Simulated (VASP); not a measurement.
Input of a VASP 6.6.1 run:

The input POSCAR:

```
SnSe
1.0
    4.2853274191      0.0000000000      0.0000000000
    0.0000000000      4.2853274191     -0.1285598226
    0.0000000000     -0.3297207639     10.9906921300
Sn Se
2 2
Direct
    0.5000000000      0.0000000000      0.3722291100
    0.0000000000      0.5000000000      0.6277708900
    0.5000000000      0.0000000000      0.6160394900
    0.0000000000      0.5000000000      0.3839605100
```

File INCAR.step1:

```
  ALGO = Normal
  EDIFF = 1E-4
  ENCUT = 520
  GGA = PE
  ISMEAR = 0
  LASPH = True
  LCHARG = False
  LREAL = False
  LWAVE = True
  NBANDS = 28
  NELM = 80
  PREC = Accurate
  SIGMA = 0.05
```

INCAR.step2

```
  ALGO = Normal
  EDIFF = 1E-6
  ENCUT = 520
  ISIF = 2
  ISMEAR = 0
  ISTART = 1
  LASPH = True
  LCHARG = False
  LMIXTAU = True
  LREAL = False
  LWAVE = False
  METAGGA = R2SCAN
  NBANDS = 28
  NELM = 80
  PREC = Accurate
  SIGMA = 0.05
```

Contents of KPOINTS:

```
k-points
0
Gamma
  6 6 4
```

Potentials or basis: VASP PAW PBE potentials, release 64 (Sn_d, Se).

Launch:

```sh
$ cat potpaw_PBE.64/Sn_d/POTCAR potpaw_PBE.64/Se/POTCAR > POTCAR
$ cp INCAR.step1 INCAR
$ mpirun -np 1 vasp_std > vasp.out
$ cp INCAR.step2 INCAR
$ mpirun -np 1 vasp_std > vasp.out
```

Task: Predict the band gap on the k mesh.

Result: 1.75 eV.

Task: Predict the largest force.

Result: 0.210 eV/Å.

Forces in eV/Å, atoms in the order of the input:
```
Sn   0.000 -0.026 -0.028
Sn   0.000  0.026  0.028
Se   0.000  0.210  0.003
Se   0.000 -0.210 -0.003
```

Caveat: the cell differs from its parent crystal (strain -0.0600 x Voigt [0, 0, 0, 1, 0, 0]); the PAW data sets were made with another functional, which shifts forces and pressure a little; spin-orbit coupling is left out, which moves the levels of the heavy elements.
